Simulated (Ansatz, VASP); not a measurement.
Two plane-wave programs on NbCd3

```
CELL_PARAMETERS angstrom
4.21500 0.00000 0.00000
0.00000 4.21500 0.00000
0.00000 0.00000 4.21500
ATOMIC_POSITIONS crystal
Nb 0.00000 0.00000 0.00000
Cd 0.00000 0.50000 0.50000
Cd 0.50000 0.00000 0.50000
Cd 0.50000 0.50000 0.00000
```

Alike in both runs: task electric field gradients; functional LDA; k mesh 9 × 9 × 9; occupations fermi-dirac, width 0.08 eV; no spin polarisation.

```csv
,VASP,Ansatz
version,VASP 6.6.1,Ansatz 0.2.0
potentials or method,"VASP PAW LDA potentials, release 64 (Nb_sv, Cd)","PAW with Ansatz's default frozen-core files, scalar-relativistic"
plane-wave cutoff (eV),520,420
valence electrons in the cell,49,73
```

|  | VASP | Ansatz | Ansatz less VASP |
| --- | --- | --- | --- |
| pressure (GPa) | -1.7 | -2.5 | -0.85 |
| size of Vzz on the site where it differs most (V/Å²) | 112.8 | 113.6 | +0.83 |

LDA's correlation is that of Perdew and Zunger in VASP and of Perdew and Wang (1992) in Ansatz. VASP's potentials hold 49 valence electrons a cell and Ansatz's 73, so a difference there can come from the potentials and not from the codes.
